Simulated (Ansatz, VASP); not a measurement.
## Tl in VASP and in Ansatz

```
Tl
1.0
    -1.89623    1.89623    1.89623
     1.89623   -1.89623    1.89623
     1.89623    1.89623   -1.89623
Tl
1
Direct
  0.00000 0.00000 0.00000
```

Alike in both runs: task single point; functional LDA; k mesh 13 × 13 × 13; occupations fermi-dirac, width 0.1 eV; no spin polarisation.

|  | VASP | Ansatz |
| --- | --- | --- |
| version | VASP 6.6.1 | Ansatz 0.2.0 |
| potentials or method | VASP PAW LDA potentials, release 64 (Tl_d), cutoff 520 eV | plane waves (420 eV) with PAW, scalar-relativistic |
| valence electrons in the cell | 13 | 13 |

|  | VASP | Ansatz | Ansatz less VASP |
| --- | --- | --- | --- |
| pressure (GPa) | 0.1 | 0.0 | -0.08 |

Ansatz warns that its potentials were made for another functional, while VASP's fit it. LDA's correlation is that of Perdew and Zunger in VASP and of Perdew and Wang (1992) in Ansatz.

Spin-orbit coupling is off throughout.
